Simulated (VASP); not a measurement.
Sb:

```
CELL_PARAMETERS angstrom
3.18093 0.00000 0.00000
0.00000 3.18093 0.00000
0.00000 0.00000 3.18093
ATOMIC_POSITIONS crystal
Sb 0.00000 0.00000 0.00000
```

Base run:

```yaml
Program: VASP 6.6.1
Functional: r2SCAN
Potentials_or_basis: VASP PAW PBE potentials, release 64 (Sb)
Cutoff: 520 eV
k_mesh: 8 × 8 × 8
Occupations: fermi-dirac, width 0.05 eV
Spin: no spin polarisation
```

Its results: pressure -4.2 GPa.

Question: The run is repeated on the same cell with these changes: functional from r2SCAN to PBE. What comes out?

Answer: Pressure -3.2 GPa.

Caveats: the PAW data sets were made with another functional, which shifts forces and pressure a little (some runs).
